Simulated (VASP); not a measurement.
Write the native input for VASP 6.6.1 that does the following.

```
Task                   : single point
Functional             : PBE
Potentials or basis    : VASP PAW PBE potentials, release 64 (Hf_pv, O)
Cutoff                 : 520 eV
k mesh                 : 5 × 5 × 5
Occupations            : gaussian, width 0.01 eV
Spin                   : no spin polarisation
Dipole correction      : no
Further INCAR settings : ALGO = Normal; EDIFF = 1e-07; NBANDS = 56
```

The structure of HfO2 lies in POSCAR:

```
HfO2
1.0
    5.0941750000      0.0000000000      0.0000000000
    0.0000000000      5.1506450000      0.0000000000
   -0.8761690000      0.0000000000      5.2029530000
Hf O
4 8
Direct
    0.2761360000      0.4580650000      0.7079070000
    0.7238640000      0.9580650000      0.7920930000
    0.7238640000      0.5419350000      0.2920930000
    0.2761360000      0.0419350000      0.2079070000
    0.4479980000      0.7425260000      0.9785780000
    0.5520020000      0.2425260000      0.5214220000
    0.5520020000      0.2574740000      0.0214220000
    0.4479980000      0.7574740000      0.4785780000
    0.0683610000      0.3307590000      0.3462530000
    0.9316390000      0.8307590000      0.1537470000
    0.9316390000      0.6692410000      0.6537470000
    0.0683610000      0.1692410000      0.8462530000
```

These files were run (other wordings do the same):

INCAR

```
ALGO = Normal ; EDIFF = 1E-7
ENCUT = 520 ; GGA = PE
ISIF = 2 ; ISMEAR = 0
LASPH = True ; LCHARG = True
LELF = True ; LREAL = False
LVHAR = True ; LWAVE = False
NBANDS = 56 ; NELM = 60
PREC = Accurate ; SIGMA = 0.01
```

KPOINTS

```
k-points
0
Gamma
  5 5 5
```

Potentials or basis: VASP PAW PBE potentials, release 64 (Hf_pv, O).

Command:

```bash
$ cat potpaw_PBE.64/Hf_pv/POTCAR potpaw_PBE.64/O/POTCAR > POTCAR
$ mpirun -np 1 vasp_std > vasp.out
```

It gave:

| Item | Value |
| --- | --- |
| Pressure | 6.1 GPa |
| Largest force | 0.121 eV/Å |
| Band gap on the k mesh | 4.14 eV (least direct gap 4.22 eV) |

Caveat: the cell stands under pressure; spin-orbit coupling is left out, which moves the levels of the heavy elements.

It took 5.9 min on 1 thread of Intel(R) Xeon(R) Platinum 8259CL CPU @ 2.50GHz (Skylake/Cascade Lake), on a shared host, peak memory 0.37 GiB.
